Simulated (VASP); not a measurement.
# SnO (Cmme) in VASP: single point with PBE

Aim: the single point of SnO with PBE.

Program: VASP 6.6.1. These are calculated values, not measurements. Logs are shortened: lines on timing, memory, paths and dates and some standing lists are left out, and cuts for length are marked.

## Step 1: The cell of the first run

Symmetry: Cmme, No. 67, orthorhombic system. Conventional cell: a = 5.363 Å, b = 5.390 Å, c = 4.836 Å, α = 90.00°, β = 90.00°, γ = 90.00°. Within 2.9 Å of Sn (site symmetry mm2) lie 4 O at 2.22 Å. O (site symmetry 222) has 4 Sn at 2.22 Å and 4 O at 2.68 to 2.70 Å within 2.9 Å.

## Step 2: Single point, PBE (strain +0.0050 x Voigt [0, 0, 0, 0, 0, 1])

The input, INCAR:

```
SYSTEM = SnO
PREC = Accurate
ENCUT = 520
EDIFF = 1E-6
ISMEAR = 0
SIGMA = 0.15
LREAL = .False.
LASPH = .True.
NELM = 80
ALGO = Normal
ISIF = 2
LWAVE = .False.
LCHARG = .False.
GGA = PE
NBANDS = 28
```

The input, KPOINTS:

```
Automatic mesh
0
Gamma
  12 12 10
  0 0 0
```

The input, POSCAR:

```
SnO
1.0
    3.8020000000      0.0095050000      0.0000000000
    0.0095050000      3.8020000000      0.0000000000
    0.0000000000      0.0000000000      4.8360000000
Sn O
2 2
Direct
    0.0000000000      0.5000000000      0.2385000000
    0.5000000000      0.0000000000      0.7615000000
    0.0000000000      0.0000000000      0.0000000000
    0.5000000000      0.5000000000      0.0000000000
```

Potentials or basis: VASP PAW PBE potentials, release 64 (Sn_d, O).

Launch:

```
> cat potpaw_PBE.64/Sn_d/POTCAR potpaw_PBE.64/O/POTCAR > POTCAR
> mpirun -np 1 vasp_std > vasp.out
```

OUTCAR:

```text
SYSTEM = SnO
   PREC = Accurate
   ENCUT = 520
   EDIFF = 1E-6
   ISMEAR = 0
   LREAL = .False.
   LASPH = .True.
   NELM = 80
   ISIF = 2
   GGA = PE

 ion  position               nearest neighbor table
   1  0.000  0.500  0.239-   3 2.22   4 2.22   3 2.22   4 2.22   2 3.54   2 3.54   2 3.55   2 3.55
                             2 3.69   2 3.69   2 3.70   2 3.70
   2  0.500  0.000  0.761-   3 2.22   4 2.22   4 2.22   3 2.22   1 3.54   1 3.54   1 3.55   1 3.55
                             1 3.69   1 3.69   1 3.70   1 3.70
   3  0.000  0.000  0.000-   1 2.22   2 2.22   1 2.22   2 2.22
   4  0.500  0.500  0.000-   1 2.22   2 2.22   2 2.22   1 2.22

  LATTYP: Found a base centered orthorhombic cell.
 ALAT       =     5.3633978642
 B/A-ratio  =     1.0050125313
 C/A-ratio  =     0.9016672122

  Lattice vectors:

 A1 = (  -0.0095050000,  -3.8020000000,   0.0000000000)
 A2 = (   3.8020000000,   0.0095050000,   0.0000000000)
 A3 = (   0.0000000000,   0.0000000000,   4.8360000000)

Analysis of symmetry for initial positions (statically):
=====================================================================
 Subroutine PRICEL returns:
 Original cell was already a primitive cell.

 Routine SETGRP: Setting up the symmetry group for a
 base centered orthorhombic supercell.

 Subroutine GETGRP returns: Found  8 space group operations
 (whereof  4 operations were pure point group operations)
 out of a pool of  8 trial point group operations.

The static configuration has the point symmetry D_2 .
 The point group associated with its full space group is D_2h.

Analysis of symmetry for dynamics (positions and initial velocities):
=====================================================================
 Subroutine PRICEL returns:
 Original cell was already a primitive cell.

 Routine SETGRP: Setting up the symmetry group for a
 base centered orthorhombic supercell.

 Subroutine GETGRP returns: Found  8 space group operations
 (whereof  4 operations were pure point group operations)
 out of a pool of  8 trial point group operations.

The dynamic configuration has the point symmetry D_2 .
 The point group associated with its full space group is D_2h.

 Subroutine INISYM returns: Found  8 space group operations
 (whereof  4 operations are pure point group operations),
 and found     1 'primitive' translations

----------------------------------------------------------------------------------------

                                     Primitive cell

  volume of cell :      69.9049

  direct lattice vectors                    reciprocal lattice vectors
     3.802000000  0.009505000  0.000000000     0.263021107 -0.000657553  0.000000000
     0.009505000  3.802000000  0.000000000    -0.000657553  0.263021107  0.000000000
     0.000000000  0.000000000  4.836000000     0.000000000  0.000000000  0.206782465

  length of vectors
     3.802011881  3.802011881  4.836000000     0.263021929  0.263021929  0.206782465

  position of ions in fractional coordinates (direct lattice)
     0.000000000  0.500000000  0.238500000
     0.500000000  0.000000000  0.761500000
     0.000000000  0.000000000  0.000000000
     0.500000000  0.500000000  0.000000000

  ion indices of the primitive-cell ions
   primitive index   ion index
                 1           1
                 2           2
                 3           3
                 4           4

----------------------------------------------------------------------------------------

 KPOINTS: Automatic mesh

Automatic generation of k-mesh.
 Grid dimensions read from file:
 generate k-points for:   12   12   10

 Generating k-lattice:

  Cartesian coordinates                     Fractional coordinates (reciprocal lattice)
     0.021918426 -0.000054796  0.000000000     0.083333333  0.000000000  0.000000000
    -0.000054796  0.021918426  0.000000000     0.000000000  0.083333333  0.000000000
     0.000000000  0.000000000  0.020678246     0.000000000  0.000000000  0.100000000

  Length of vectors
     0.021918494  0.021918494  0.020678246

  Shift w.r.t. Gamma in fractional coordinates (k-lattice)
     0.000000000  0.000000000  0.000000000

 Subroutine IBZKPT returns following result:
 ===========================================

 Found    258 irreducible k-points:

 Following reciprocal coordinates:
            Coordinates               Weight
  0.000000  0.000000  0.000000      1.000000
  0.083333  0.000000  0.000000      4.000000
  0.166667 -0.000000  0.000000      4.000000
  0.250000 -0.000000  0.000000      4.000000
  0.333333 -0.000000  0.000000      4.000000
  0.416667 -0.000000  0.000000      4.000000
[... 16 lines left out ...]
  0.500000  0.166667  0.000000      4.000000
 -0.416667  0.166667  0.000000      4.000000
 [... further k-points ...]
   k-points           NKPTS =    258   k-points in BZ     NKDIM =    258   number of bands    NBANDS=     28
   number of dos      NEDOS =    301   number of ions     NIONS =      4
   total plane-waves  NPLWV =  28224
   dimension x,y,z NGX =    28 NGY =   28 NGZ =   36
   dimension x,y,z NGXF=    56 NGYF=   56 NGZF=   72
   ions per type =               2   2
   NGX,Y,Z   is equivalent  to a cutoff of  12.24, 12.24, 12.38 a.u.
   NGXF,Y,Z  is equivalent  to a cutoff of  24.49, 24.49, 24.75 a.u.
 SYSTEM =  SnO
   PREC   = accura    normal or accurate (medium, high low for compatibility)
   ISTART =      0    job   : 0-new  1-cont  2-samecut
   ICHARG =      2    charge: 1-file 2-atom 10-const
   ISPIN  =      1    spin polarized calculation?
   LNONCOLLINEAR =      F non collinear calculations
   LSORBIT =      F    spin-orbit coupling
   LASPH  =      T    aspherical Exc in radial PAW
   ENCUT  =  520.0 eV  38.22 Ry    6.18 a.u.   7.07  7.07  8.99*2*pi/ulx,y,z
   NELM   =     80;   NELMIN=  2; NELMDL= -5     # of ELM steps
   EDIFF  = 0.1E-05   stopping-criterion for ELM
   LREAL  =      F    real-space projection
   EDIFFG = 0.1E-04   stopping-criterion for IOM
   NSW    =      0    number of steps for IOM
   IBRION =     -1    ionic relax: 0-MD 1-quasi-New 2-CG
   NFREE  =      0    steps in history (QN), initial steepest desc. (CG)
   ISIF   =      2    stress and relaxation
   ISYM   =      2    0-nonsym 1-usesym 2-fastsym
   POTIM  = 0.5000    time-step for ionic-motion
   TEBEG  =    0.0;   TEEND  =   0.0 temperature during run
   PSTRESS=    0.0 pullay stress
   NELECT =      40.0000    total number of electrons
   NUPDOWN=      -1.0000    fix difference up-down
   EMIN   =  10.00;   EMAX   =-10.00  energy-range for DOS
   EFERMI =   0.00;   METHOD = LEGACY
   ISMEAR =     0;   SIGMA  =   0.15  broadening in eV -4-tet -1-fermi 0-gaus
   EFERMI_NEDOS =   21; number of points for ismear=-14 and -15
   IALGO  =     38    algorithm
   IMIX   =      4    mixing-type and parameters
     AMIX     =   0.40;   BMIX     =  1.00
     AMIX_MAG =   1.60;   BMIX_MAG =  1.00
  volume/ion in A,a.u.               =      17.48       117.94
  Fermi-wavevector in a.u.,A,eV,Ry     =   1.359123  2.568371 25.132906  1.847216
  Thomas-Fermi vector in A             =   2.485898
   LORBIT       =      0    0 simple, 1 ext, 2 COOP (PROOUT), +10 PAW based schemes
   GGA     = PE    functional components
   LHFCALC =     F    Hartree Fock is set to
   AEXX    =    0.0000 exact exchange contribution
   IVDW    =     0    specifies the selected vdW correction
   LEPSILON=     F    determine dielectric tensor
   LRPA    =     F    only Hartree local field effects (RPA)
 non-spin polarized calculation
 Gauss-broadening in eV      SIGMA  =   0.15
  energy-cutoff  :      520.00
  volume of cell :       69.90
 maximum number of plane-waves:      1900
   NGX = 15   NGY = 15   NGZ = 17

 number of electron      39.9999991 magnetization

 Free energy of the ion-electron system (eV)
  ---------------------------------------------------
  ext. energy  EPLUGINS =         0.00000000
  ---------------------------------------------------
  free energy    TOTEN  =       -22.66957355 eV

  energy without entropy =      -22.66852310  energy(sigma->0) =      -22.66904833

 E-fermi :   7.3399     XC(G=0): -10.2685

 val. band max:        7.2704763528   @ k =   0.5000   0.5000   0.0000
 cond. band min:       7.4110183702   @ k =   0.5000   0.5000   0.1000
 fundamental gap:      0.1405420174
 Fermi energy:         7.3399278982

 k-point     1 :       0.0000    0.0000    0.0000
  band No.  band energies     occupation
      1     -14.8270      2.00000
      2     -14.3878      2.00000
      3     -14.3846      2.00000
      4     -14.3840      2.00000
      5     -14.3416      2.00000
      6     -14.3326      2.00000
[... 20 lines left out ...]
     27      13.9440      0.00000
     28      14.3549      0.00000

 k-point     2 :       0.0833    0.0000    0.0000
  band No.  band energies     occupation
      1     -14.8231      2.00000
      2     -14.3863      2.00000
      3     -14.3832      2.00000
      4     -14.3825      2.00000
      5     -14.3422      2.00000
      6     -14.3300      2.00000
[... 20 lines left out ...]
     27      14.0799      0.00000
     28      14.9480      0.00000

 k-point     3 :       0.1667   -0.0000    0.0000
  band No.  band energies     occupation
      1     -14.8121      2.00000
      2     -14.4030      2.00000
      3     -14.3818      2.00000
      4     -14.3781      2.00000
      5     -14.3523      2.00000
      6     -14.3437      2.00000
[... 20 lines left out ...]
     27      14.2265      0.00000
     28      16.2336      0.00000

 k-point     4 :       0.2500   -0.0000    0.0000
  band No.  band energies     occupation
      1     -14.7945      2.00000
      2     -14.4814      2.00000
      3     -14.3747      2.00000
      4     -14.3711      2.00000
      5     -14.3511      2.00000
      6     -14.3459      2.00000
[... 578 lines left out ...]
     27      15.2912      0.00000
     28      15.6095      0.00000

 k-point    23 :       0.5000    0.1667    0.0000
  band No.  band energies     occupation
      1     -14.7127      2.00000
      2     -14.7111      2.00000
      3     -14.3587      2.00000
      4     -14.3572      2.00000
      5     -14.3458      2.00000
      6     -14.3452      2.00000
[... 20 lines left out ...]
     27      15.3943      0.00000
     28      15.4448      0.00000

 k-point    24 :      -0.4167    0.1667    0.0000
  band No.  band energies     occupation
      1     -14.7475      2.00000
      2     -14.6635      2.00000
      3     -14.3655      2.00000
      4     -14.3544      2.00000
      5     -14.3454      2.00000
      6     -14.3446      2.00000
[... 20 lines left out ...]
     27      15.2714      0.00000
     28      15.6725      0.00000

 [... further k-points ...]

------------------------ aborting loop because EDIFF is reached ----------------------------------------

  FORCE on cell =-STRESS in cart. coord.  units (eV):
  Direction    XX          YY          ZZ          XY          YZ          ZX
  --------------------------------------------------------------------------------------
  -------------------------------------------------------------------------------------
  Total        2.1053927      2.1053927      1.5828424     -0.1816086      0.0000000      0.0000000
  in kB       48.2542867     48.2542867     36.2777593     -4.1623558      0.0000000      0.0000000
  external PRESSURE =      44.2621109 kB  Pullay stress =       0.0000000 kB

 VOLUME and BASIS-vectors are now :
 -----------------------------------------------------------------------------
  energy-cutoff  :      520.00
  volume of cell :       69.90
      direct lattice vectors                 reciprocal lattice vectors
     3.802000000  0.009505000  0.000000000     0.263021107 -0.000657553  0.000000000
     0.009505000  3.802000000  0.000000000    -0.000657553  0.263021107  0.000000000
     0.000000000  0.000000000  4.836000000     0.000000000  0.000000000  0.206782465

 POSITION                                       TOTAL-FORCE (eV/Angst)
 -----------------------------------------------------------------------------------
      0.00475      1.90100      1.15339         0.000000      0.000000      0.437831
      1.90100      0.00475      3.68261        -0.000000      0.000000     -0.437831
      0.00000      0.00000      0.00000        -0.000000      0.000000      0.000000
      1.90575      1.90575      0.00000         0.000000      0.000000      0.000000
 -----------------------------------------------------------------------------------
    total drift:                                0.000000      0.000000      0.000000

  FREE ENERGIE OF THE ION-ELECTRON SYSTEM (eV)
  ---------------------------------------------------
  free  energy   TOTEN  =       -22.6695735508 eV

  energy  without entropy=      -22.6685231030  energy(sigma->0) =      -22.66904833
```

Run time: 3 min. Hardware: 1 thread of AMD EPYC 9R45 (Zen 5), shared host; peak memory 0.45 GiB.

What came out:

| Property | Result |
| --- | --- |
| Free energy | -22.6696 eV |
| Pressure | 4.4 GPa |
| Largest force | 0.438 eV/Å |

Forces in eV/Å, atoms in the order of the input:
```
Sn   0.000  0.000  0.438
Sn   0.000  0.000 -0.438
O    0.000  0.000  0.000
O    0.000  0.000  0.000
```

Caveat: the cell differs from its parent crystal (strain +0.0050 x Voigt [0, 0, 0, 0, 0, 1]); the cell stands under pressure; spin-orbit coupling is left out, which moves the levels of the heavy elements.
